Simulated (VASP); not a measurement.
Here is a VASP 6.6.1 calculation.

Contents of INCAR:

```
ALGO = Normal
EDIFF = 1E-7
ENCUT = 520
GGA = PS
ISIF = 2
ISMEAR = 0
LASPH = True
LCHARG = False
LREAL = False
LWAVE = False
NBANDS = 26
NELM = 80
PREC = Accurate
SIGMA = 0.02
```

The input KPOINTS:

```
k-points
0
Gamma
  8 8 6
```

File POSCAR:

```
ZnSe
1.0
    2.7039587305      2.7039587305      0.0000000000
   -2.7039587305      2.7039587305      0.0000000000
    0.0000000000      0.0000000000      5.4079174610
Zn Se
2 2
Direct
    0.0000000000      0.0000000000      0.0000000000
    0.5000000000      0.5000000000      0.5000000000
    0.5000000000      0.0000000000      0.2500000000
    0.0000000000      0.5000000000      0.7500000000
```

Potentials or basis: VASP PAW PBE potentials, release 64 (Zn, Se).

The run is started by

```console
$ cat potpaw_PBE.64/Zn/POTCAR potpaw_PBE.64/Se/POTCAR > POTCAR
$ mpirun -np 1 vasp_std > vasp.out
```

Problem. Estimate the band gap on the k mesh.

Solution. 1.76 eV.

Problem. Predict the pressure.

Solution. 11.0 GPa.

Caveat: the PAW data sets were made with another functional, which shifts forces and pressure a little. PBEsol gaps usually lie below the measured ones, often by a third to a half.
